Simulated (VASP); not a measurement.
Here is a VASP 6.6.1 calculation.

The input INCAR:

```
PREC     = Accurate       # precision mode
ENCUT    = 520            # plane-wave cutoff, eV
EDIFF    = 1E-6           # SCF threshold, eV
ISMEAR   = -1             # smearing method
SIGMA    = 0.05           # smearing width, eV
LREAL    = F              # projectors in reciprocal space
LASPH    = T              # aspherical terms in the spheres
NELM     = 100            # most SCF steps
ALGO     = Normal         # electronic algorithm
ISIF     = 2              # what is computed and relaxed
LWAVE    = F              # write WAVECAR
LCHARG   = F              # write CHGCAR
GGA      = PE             # functional
IVDW     = 13             # dispersion correction
NBANDS   = 16             # bands
```

Contents of KPOINTS:

```
Automatic mesh
0
Gamma
  10 10 6
```

Contents of POSCAR:

```
WC
1.0
    1.4722794203     -2.5764523069      0.0000000000
    1.4722794203      2.5764523069      0.0000000000
    0.0000000000      0.0000000000      3.0066192089
W C
1 1
Direct
    0.5000000000      0.5000000000      0.5000000000
    0.0000000000      0.0000000000      0.0000000000
```

Potentials or basis: VASP PAW PBE potentials, release 64 (W_sv, C).

Run with:

```bash
$ cat potpaw_PBE.64/W_sv/POTCAR potpaw_PBE.64/C/POTCAR > POTCAR
$ mpirun -np 1 vasp_std > vasp.out
```

Predict the band gap on the k mesh.

zero (band 9 reaches 12.92 eV, above the bottom of band 10 at 9.72 eV).

Estimate the pressure.

0.7 GPa.

Predict the dispersion energy per atom.

-0.449 eV.

Stress tensor (GPa, compression positive):
```
0.88 0.00 0.00
0.00 0.35 0.00
0.00 0.00 0.85
```

Caveat: spin-orbit coupling is left out, which moves the levels of the heavy elements; pairwise dispersion overbinds metals, which lowers pressure and volume.
